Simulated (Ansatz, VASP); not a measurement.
## Ni in VASP and in Ansatz

The input INCAR:

```
PREC     = Accurate       # precision mode
ENCUT    = 520            # plane-wave cutoff, eV
EDIFF    = 1E-6           # SCF threshold, eV
ISMEAR   = -1             # smearing method
SIGMA    = 0.05           # smearing width, eV
LREAL    = F              # projectors in reciprocal space
LASPH    = T              # aspherical terms in the spheres
NELM     = 150            # most SCF steps
ALGO     = Fast           # electronic algorithm
ISIF     = 2              # what is computed and relaxed
LWAVE    = F              # write WAVECAR
LCHARG   = F              # write CHGCAR
ISPIN    = 2              # spin polarisation
MAGMOM   = 1              # initial moments
LORBIT   = 11             # projections on sites
LMAXMIX  = 4              # l up to which the mixer works
GGA      = CA             # functional
NBANDS   = 15             # bands
```

The input KPOINTS:

```
regular mesh
0
Gamma
  13 13 13
```

File POSCAR:

```
Ni
1.0
   -1.4019243406      1.4019243406      1.4019243406
    1.4019243406     -1.4019243406      1.4019243406
    1.4019243406      1.4019243406     -1.4019243406
Ni
1
Direct
    0.0000000000      0.0000000000      0.0000000000
```

The input input.yaml:

```yaml
crystal:
  lattice:
    - [-1.4019243406, 1.4019243406, 1.4019243406]
    - [1.4019243406, -1.4019243406, 1.4019243406]
    - [1.4019243406, 1.4019243406, -1.4019243406]
  atoms:
    - { symbol: Ni, position: [0.0, 0.0, 0.0], spin: 1.0 }
kpoints:
  mp_grid: { grid: [13, 13, 13] }
scf:
  occupations: { method: fermi_dirac, width: 0.05 }
hamiltonian:
  xc: lda
  pseudopotentials: { kind: all_electron, lapw: { basis_error: 0.001 } }
magnetization:
  spin_polarized: true
output:
  forces: true
  stress: true
  eigenvalues: true
```

Change from the starting cell: volume scaled by 1.04.

Alike in both runs: task single point; functional LDA; k mesh 13 × 13 × 13; occupations fermi-dirac, width 0.05 eV; collinear spin.

```csv
,VASP,Ansatz
version,VASP 6.6.1,Ansatz 0.2.0
potentials or method,"VASP PAW LDA potentials, release 64 (Ni), cutoff 520 eV","all-electron LAPW, scalar-relativistic"
```

|  | VASP | Ansatz | Ansatz less VASP |
| --- | --- | --- | --- |
| gap on the k mesh at the Fermi level (eV) | none | none | - |
| pressure (GPa) | -16.8 | -17.1 | -0.29 |
| net moment per atom (μB) | 0.54 | 0.58 | +0.041 |
| size of the moment on the site where the two differ most (μB) | 0.54 | 0.60 | +0.056 |

LDA's correlation is that of Perdew and Zunger in VASP and of Perdew and Wang (1992) in Ansatz. Site moments also hang on the region over which each program counts them. A gap of «none» marks a metal or a gap that the smearing closes. Ansatz ran all-electron here, and VASP with PAW potentials.
